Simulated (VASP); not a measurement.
The system is Se.

```
CELL_PARAMETERS angstrom
3.13603 0.00000 0.00000
-1.56802 2.71588 0.00000
0.00000 0.00000 5.12114
ATOMIC_POSITIONS crystal
Se 0.33333 0.66667 0.25000
Se 0.66667 0.33333 0.75000
```

| Item | Value |
| --- | --- |
| Program | VASP 6.6.1 |
| Task | relaxation of cell and atoms |
| Functional | PBEsol |
| Potentials or basis | VASP PAW PBE potentials, release 64 (Se) |
| Cutoff | 600 eV |
| k mesh | 12 × 12 × 6 |
| Occupations | fermi-dirac, width 0.1 eV |
| Spin | no spin polarisation |

At the start: pressure -7.7 GPa; volume 21.81 Å³/atom.

Question: How do energy, volume and symmetry change on relaxing?

Answer: Over 23 steps the energy falls by 369.9 meV/atom and the volume is 21.03 Å³/atom (-3.6 %); space group P6_3/mmc (No. 194, to 0.05 Å).

The path:
```csv
step,energy change (eV),largest force (eV/Å),pressure (GPa),volume (Å³)
1,0.0000,0.0000,-7.68,43.62
2,-0.1472,0.0000,2.93,37.34
3,-0.1530,0.0000,0.74,38.24
4,-0.2007,0.0000,1.36,37.98
5,-0.4177,0.0000,5.65,36.92
6,0.0045,0.0000,31.36,33.64
7,-0.4993,0.0000,10.54,36.08
8,-0.4921,0.0000,13.24,35.70
9,-0.4972,0.0000,13.31,35.75
10,-0.5091,0.0000,13.65,35.87
11,-0.5197,0.0000,14.33,36.10
12,-0.5412,0.0000,13.40,36.36
13,-0.5983,0.0000,10.83,37.14
14,-0.6805,0.0000,6.32,38.73
15,-0.7369,0.0000,-0.55,42.04
16,-0.7371,0.0000,-0.25,41.87
17,-0.7370,0.0000,-0.04,41.75
18,-0.7374,0.0000,-0.02,41.77
19,-0.7383,0.0000,0.02,41.81
20,-0.7395,0.0000,0.14,41.89
21,-0.7393,0.0000,0.34,42.05
22,-0.7398,0.0000,0.22,41.96
23,-0.7399,0.0000,0.05,42.07
```

Final structure:
```cif
data_structure
_symmetry_space_group_name_H-M 'P 1'
_symmetry_Int_Tables_number 1
_cell_length_a 3.5609
_cell_length_b 3.5609
_cell_length_c 3.8309
_cell_angle_alpha 90.000
_cell_angle_beta 90.000
_cell_angle_gamma 120.000
_cell_volume 42.07
loop_
_atom_site_label
_atom_site_type_symbol
_atom_site_fract_x
_atom_site_fract_y
_atom_site_fract_z
_atom_site_occupancy
Se1 Se 0.33333 0.66667 0.25000 1
Se2 Se 0.66667 0.33333 0.75000 1
```

Caveat: the PAW data sets were made with another functional, which shifts forces and pressure a little.
